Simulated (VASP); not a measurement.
# SnO (P4/nmm) in VASP: single point with PBEsol

Aim: the single point of SnO with PBEsol.

Everything below comes from runs of VASP 6.6.1. Logs are shortened: lines on timing, memory, paths and dates and some standing lists are left out, and cuts for length are marked.

## (1) The cell of the first run

The structure is tetragonal, space group P4/nmm (No. 129). The conventional cell has a = 3.806 Å, b = 3.806 Å, c = 4.752 Å, α = 90.00°, β = 90.00°, γ = 90.00°. Within 2.9 Å of Sn (site symmetry 4mm) lie 4 O at 2.22 Å. O (site symmetry -4m2) has 4 Sn at 2.22 Å and 4 O at 2.69 Å within 2.9 Å.

## (2) Single point, PBEsol

INCAR reads:

```
ALGO = Normal
EDIFF = 1E-6
ENCUT = 520
GGA = PS
ISIF = 2
ISMEAR = 0
LASPH = T
LCHARG = F
LREAL = F
LWAVE = F
NBANDS = 50
NELM = 100
PREC = Accurate
SIGMA = 0.02
```

KPOINTS reads:

```
k-points
0
Gamma
  10 10 4
```

POSCAR reads:

```
SnO
1.0
    2.6910355913     -2.6910354124      0.0000000000
    2.6910355913      2.6910354124      0.0000000000
    0.0000000000      0.0000000000      9.5046878980
Sn O
4 4
Direct
    0.7499958839      0.2500041161      0.8712129996
    0.2500041161      0.7499958839      0.1287870004
    0.7500041161      0.2499958839      0.3712129996
    0.2499958839      0.7500041161      0.6287870004
    0.2500006005      0.2499993995      0.2500000000
    0.7499993995      0.7500006005      0.7500000000
    0.2499993995      0.2500006005      0.7500000000
    0.7500006005      0.7499993995      0.2500000000
```

Potentials or basis: VASP PAW PBE potentials, release 64 (Sn_d, O).

Started as:

```sh
$ cat potpaw_PBE.64/Sn_d/POTCAR potpaw_PBE.64/O/POTCAR > POTCAR
$ mpirun -np 1 vasp_std > vasp.out
```

OUTCAR:

```text
EDIFF = 1E-6
   ENCUT = 520
   GGA = PS
   ISIF = 2
   ISMEAR = 0
   LASPH = T
   LREAL = F
   NELM = 100
   PREC = Accurate

 ion  position               nearest neighbor table
   1  0.750  0.250  0.871-   6 2.22   7 2.22   7 2.22   6 2.22   4 3.54   4 3.54   4 3.54   4 3.54
                             2 3.64   2 3.64   2 3.64   2 3.64
   2  0.250  0.750  0.129-   5 2.22   8 2.22   5 2.22   8 2.22   3 3.54   3 3.54   3 3.54   3 3.54
                             1 3.64   1 3.64   1 3.64   1 3.64
   3  0.750  0.250  0.371-   5 2.22   8 2.22   8 2.22   5 2.22   2 3.54   2 3.54   2 3.54   2 3.54
                             4 3.64   4 3.64   4 3.64   4 3.64
   4  0.250  0.750  0.629-   6 2.22   7 2.22   6 2.22   7 2.22   1 3.54   1 3.54   1 3.54   1 3.54
                             3 3.64   3 3.64   3 3.64   3 3.64
   5  0.250  0.250  0.250-   2 2.22   3 2.22   3 2.22   2 2.22
   6  0.750  0.750  0.750-   1 2.22   4 2.22   1 2.22   4 2.22
   7  0.250  0.250  0.750-   1 2.22   4 2.22   4 2.22   1 2.22
   8  0.750  0.750  0.250-   2 2.22   3 2.22   2 2.22   3 2.22

  LATTYP: Found a simple tetragonal cell.
 ALAT       =     3.8056989035
 C/A-ratio  =     2.4974881458

  Lattice vectors:

 A1 = (   2.6910355913,  -2.6910354124,   0.0000000000)
 A2 = (   2.6910355913,   2.6910354124,   0.0000000000)
 A3 = (   0.0000000000,   0.0000000000,   9.5046878980)

Analysis of symmetry for initial positions (statically):
=====================================================================
 Subroutine PRICEL returns:
 Original cell was already a primitive cell.

 Routine SETGRP: Setting up the symmetry group for a
 simple tetragonal supercell.

 Subroutine GETGRP returns: Found  8 space group operations
 (whereof  4 operations were pure point group operations)
 out of a pool of 16 trial point group operations.

The static configuration has the point symmetry C_2h.
 The point group associated with its full space group is D_2h.

Analysis of symmetry for dynamics (positions and initial velocities):
=====================================================================
 Subroutine PRICEL returns:
 Original cell was already a primitive cell.

 Routine SETGRP: Setting up the symmetry group for a
 simple tetragonal supercell.

 Subroutine GETGRP returns: Found  8 space group operations
 (whereof  4 operations were pure point group operations)
 out of a pool of 16 trial point group operations.

The dynamic configuration has the point symmetry C_2h.
 The point group associated with its full space group is D_2h.

 Subroutine INISYM returns: Found  8 space group operations
 (whereof  4 operations are pure point group operations),
 and found     1 'primitive' translations

----------------------------------------------------------------------------------------

                                     Primitive cell

  volume of cell :     137.6597

  direct lattice vectors                    reciprocal lattice vectors
     2.691035591 -2.691035412  0.000000000     0.185802076 -0.185802089  0.000000000
     2.691035591  2.691035412  0.000000000     0.185802076  0.185802089  0.000000000
     0.000000000  0.000000000  9.504687898     0.000000000  0.000000000  0.105211240

  length of vectors
     3.805698904  3.805698904  9.504687898     0.262763825  0.262763825  0.105211240

  position of ions in fractional coordinates (direct lattice)
     0.749995884  0.250004116  0.871213000
     0.250004116  0.749995884  0.128787000
     0.750004116  0.249995884  0.371213000
     0.249995884  0.750004116  0.628787000
     0.250000601  0.249999399  0.250000000
     0.749999399  0.750000601  0.750000000
     0.249999399  0.250000601  0.750000000
     0.750000601  0.749999399  0.250000000

  ion indices of the primitive-cell ions
   primitive index   ion index
                 1           1
                 2           2
                 3           3
                 4           4
                 5           5
                 6           6
                 7           7
                 8           8

----------------------------------------------------------------------------------------

 KPOINTS: k-points

Automatic generation of k-mesh.
 Grid dimensions read from file:
 generate k-points for:   10   10    4

 Generating k-lattice:

  Cartesian coordinates                     Fractional coordinates (reciprocal lattice)
     0.018580208 -0.018580209  0.000000000     0.100000000  0.000000000  0.000000000
     0.018580208  0.018580209  0.000000000     0.000000000  0.100000000  0.000000000
     0.000000000  0.000000000  0.026302810     0.000000000  0.000000000  0.250000000

  Length of vectors
     0.026276382  0.026276382  0.026302810

  Shift w.r.t. Gamma in fractional coordinates (k-lattice)
     0.000000000  0.000000000  0.000000000

 Subroutine IBZKPT returns following result:
 ===========================================

 Found     93 irreducible k-points:

 Following reciprocal coordinates:
            Coordinates               Weight
  0.000000  0.000000  0.000000      1.000000
  0.100000  0.000000  0.000000      4.000000
  0.200000  0.000000  0.000000      4.000000
  0.300000  0.000000  0.000000      4.000000
  0.400000  0.000000  0.000000      4.000000
  0.500000  0.000000  0.000000      2.000000
[... 16 lines left out ...]
  0.300000  0.300000  0.000000      2.000000
 -0.300000  0.300000  0.000000      2.000000
 [... further k-points ...]
   k-points           NKPTS =     93   k-points in BZ     NKDIM =     93   number of bands    NBANDS=     50
   number of dos      NEDOS =    301   number of ions     NIONS =      8
   total plane-waves  NPLWV =  56448
   dimension x,y,z NGX =    28 NGY =   28 NGZ =   72
   dimension x,y,z NGXF=    56 NGYF=   56 NGZF=  144
   ions per type =               4   4
   NGX,Y,Z   is equivalent  to a cutoff of  12.23, 12.23, 12.59 a.u.
   NGXF,Y,Z  is equivalent  to a cutoff of  24.46, 24.46, 25.19 a.u.
 SYSTEM =  unknown system
   PREC   = accura    normal or accurate (medium, high low for compatibility)
   ISTART =      0    job   : 0-new  1-cont  2-samecut
   ICHARG =      2    charge: 1-file 2-atom 10-const
   ISPIN  =      1    spin polarized calculation?
   LNONCOLLINEAR =      F non collinear calculations
   LSORBIT =      F    spin-orbit coupling
   LASPH  =      T    aspherical Exc in radial PAW
   ENCUT  =  520.0 eV  38.22 Ry    6.18 a.u.   7.08  7.08 17.67*2*pi/ulx,y,z
   NELM   =    100;   NELMIN=  2; NELMDL= -5     # of ELM steps
   EDIFF  = 0.1E-05   stopping-criterion for ELM
   LREAL  =      F    real-space projection
   EDIFFG = 0.1E-04   stopping-criterion for IOM
   NSW    =      0    number of steps for IOM
   IBRION =     -1    ionic relax: 0-MD 1-quasi-New 2-CG
   NFREE  =      0    steps in history (QN), initial steepest desc. (CG)
   ISIF   =      2    stress and relaxation
   ISYM   =      2    0-nonsym 1-usesym 2-fastsym
   POTIM  = 0.5000    time-step for ionic-motion
   TEBEG  =    0.0;   TEEND  =   0.0 temperature during run
   PSTRESS=    0.0 pullay stress
   NELECT =      80.0000    total number of electrons
   NUPDOWN=      -1.0000    fix difference up-down
   EMIN   =  10.00;   EMAX   =-10.00  energy-range for DOS
   EFERMI =   0.00;   METHOD = LEGACY
   ISMEAR =     0;   SIGMA  =   0.02  broadening in eV -4-tet -1-fermi 0-gaus
   EFERMI_NEDOS =   21; number of points for ismear=-14 and -15
   IALGO  =     38    algorithm
   IMIX   =      4    mixing-type and parameters
     AMIX     =   0.40;   BMIX     =  1.00
     AMIX_MAG =   1.60;   BMIX_MAG =  1.00
  volume/ion in A,a.u.               =      17.21       116.12
  Fermi-wavevector in a.u.,A,eV,Ry     =   1.366163  2.581674 25.393940  1.866402
  Thomas-Fermi vector in A             =   2.492328
   LORBIT       =      0    0 simple, 1 ext, 2 COOP (PROOUT), +10 PAW based schemes
   GGA     = PS    functional components
   LHFCALC =     F    Hartree Fock is set to
   AEXX    =    0.0000 exact exchange contribution
   IVDW    =     0    specifies the selected vdW correction
   LEPSILON=     F    determine dielectric tensor
   LRPA    =     F    only Hartree local field effects (RPA)
 non-spin polarized calculation
 Gauss-broadening in eV      SIGMA  =   0.02
  energy-cutoff  :      520.00
  volume of cell :      137.66
 maximum number of plane-waves:      3740
   NGX = 15   NGY = 15   NGZ = 35

 number of electron      79.9999983 magnetization

 Free energy of the ion-electron system (eV)
  ---------------------------------------------------
  ext. energy  EPLUGINS =         0.00000000
  ---------------------------------------------------
  free energy    TOTEN  =       -48.42880833 eV

  energy without entropy =      -48.42862402  energy(sigma->0) =      -48.42871617

 E-fermi :   7.2221     XC(G=0): -10.5924

 val. band max:        7.2141655288   @ k =   0.1000   0.0000   0.0000
 cond. band min:       7.3737721003   @ k =   0.5000   0.5000   0.2500
 fundamental gap:      0.1596065715
 Fermi energy:         7.2220755893

 k-point     1 :       0.0000    0.0000    0.0000
  band No.  band energies     occupation
      1     -14.7160      2.00000
      2     -14.6942      2.00000
      3     -14.2842      2.00000
      4     -14.2729      2.00000
      5     -14.2729      2.00000
      6     -14.2623      2.00000
[... 42 lines left out ...]
     49      12.9892      0.00000
     50      12.9892      0.00000

 k-point     2 :       0.1000    0.0000    0.0000
  band No.  band energies     occupation
      1     -14.7104      2.00000
      2     -14.6910      2.00000
      3     -14.2845      2.00000
      4     -14.2708      2.00000
      5     -14.2700      2.00000
      6     -14.2612      2.00000
[... 42 lines left out ...]
     49      12.7338      0.00000
     50      13.0435      0.00000

 k-point     3 :       0.2000    0.0000    0.0000
  band No.  band energies     occupation
      1     -14.6944      2.00000
      2     -14.6819      2.00000
      3     -14.3523      2.00000
      4     -14.3135      2.00000
      5     -14.2645      2.00000
      6     -14.2617      2.00000
[... 1102 lines left out ...]
     49      12.7597      0.00000
     50      13.9138      0.00000

 k-point    24 :      -0.3000    0.3000    0.0000
  band No.  band energies     occupation
      1     -14.6652      2.00000
      2     -14.6524      2.00000
      3     -14.5422      2.00000
      4     -14.5393      2.00000
      5     -14.2521      2.00000
      6     -14.2520      2.00000
[... 42 lines left out ...]
     49      12.7597      0.00000
     50      13.9136      0.00000

 [... further k-points ...]

------------------------ aborting loop because EDIFF is reached ----------------------------------------

  FORCE on cell =-STRESS in cart. coord.  units (eV):
  Direction    XX          YY          ZZ          XY          YZ          ZX
  --------------------------------------------------------------------------------------
  -------------------------------------------------------------------------------------
  Total        0.1916132      0.1916367      0.2054841      0.0000000      0.0000000      0.0000000
  in kB        2.2301255      2.2303992      2.3915645      0.0000000      0.0000000      0.0000000
  external PRESSURE =       2.2840297 kB  Pullay stress =       0.0000000 kB

 VOLUME and BASIS-vectors are now :
 -----------------------------------------------------------------------------
  energy-cutoff  :      520.00
  volume of cell :      137.66
      direct lattice vectors                 reciprocal lattice vectors
     2.691035591 -2.691035412  0.000000000     0.185802076 -0.185802089  0.000000000
     2.691035591  2.691035412  0.000000000     0.185802076  0.185802089  0.000000000
     0.000000000  0.000000000  9.504687898     0.000000000  0.000000000  0.105211240

 POSITION                                       TOTAL-FORCE (eV/Angst)
 -----------------------------------------------------------------------------------
      2.69104     -1.34550      8.28061         0.000000     -0.000078      0.086135
      2.69104      1.34550      1.22408         0.000000      0.000078     -0.086135
      2.69104     -1.34554      3.52826         0.000000      0.000078      0.086135
      2.69104      1.34554      5.97642         0.000000     -0.000078     -0.086135
      1.34552     -0.00000      2.37617         0.000000     -0.000063      0.000000
      4.03655      0.00000      7.12852         0.000000      0.000063      0.000000
      1.34552      0.00000      7.12852         0.000000      0.000063      0.000000
      4.03655     -0.00000      2.37617         0.000000     -0.000063      0.000000
 -----------------------------------------------------------------------------------
    total drift:                                0.000000      0.000000      0.000000

  FREE ENERGIE OF THE ION-ELECTRON SYSTEM (eV)
  ---------------------------------------------------
  free  energy   TOTEN  =       -48.4288083272 eV

  energy  without entropy=      -48.4286240218  energy(sigma->0) =      -48.42871617
```

It took 8.3 min on 1 thread of Intel Xeon Platinum 8259CL at 2.50GHz (Skylake/Cascade Lake), shared host; peak memory 0.54 GiB.

What came out:

```
Free energy            : -48.4288 eV
Pressure               : 0.2 GPa
Largest force          : 0.086 eV/Å
Band gap on the k mesh : zero (bands 40 and 41 overlap by 0.09 eV)
```

Forces in eV/Å, atoms in the order of the input:
```
Sn   0.000  0.000  0.086
Sn   0.000  0.000 -0.086
Sn   0.000  0.000  0.086
Sn   0.000  0.000 -0.086
O    0.000  0.000  0.000
O    0.000  0.000  0.000
O    0.000  0.000  0.000
O    0.000  0.000  0.000
```

Caveat: semilocal functionals underestimate gaps, so a narrow gap can read as zero; the PAW data sets were made with another functional, which shifts forces and pressure a little; spin-orbit coupling is left out, which moves the levels of the heavy elements.
